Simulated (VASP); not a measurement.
Here is a VASP 6.6.1 calculation.

Contents of INCAR:

```
SYSTEM = Ba
  ALGO = Fast
  EDIFF = 1E-6
  ENCUT = 520
  GGA = PE
  ISIF = 2
  ISMEAR = 0
  LASPH = .TRUE.
  LCHARG = .FALSE.
  LREAL = .FALSE.
  LWAVE = .FALSE.
  NBANDS = 17
  NELM = 80
  PREC = Accurate
  SIGMA = 0.15
```

The input KPOINTS:

```
k-points
0
G
  9 9 12
  0 0 0
```

POSCAR

```
Ba
1.0
    6.4363817076      0.0000000000      0.0000000000
   -3.2181908538      5.5740700672      0.0000000000
    0.0000000000      0.0000000000      4.2221450340
Ba
2
Direct
    0.3333333333      0.6666666667      0.5000000000
    0.6666666667      0.3333333333      0.5000000000
```

Potentials or basis: VASP PAW PBE potentials, release 64 (Ba_sv).

The run is started by

```bash
$ cat potpaw_PBE.64/Ba_sv/POTCAR > POTCAR
$ mpirun -np 1 vasp_std > vasp.out
```

Q: Estimate the band gap on the k mesh.

A: Zero (band 10 reaches 1.44 eV, above the bottom of band 11 at 0.22 eV).

Q: Predict the pressure.

A: 0.4 GPa.

Stress tensor (GPa, compression positive):
```
 1.57  0.00  0.00
 0.00  1.57  0.00
 0.00  0.00 -1.89
```

Caveat: the cell differs from its parent crystal (strain -0.080 along x and y, +0.080 along z); spin-orbit coupling is left out, which moves the levels of the heavy elements.
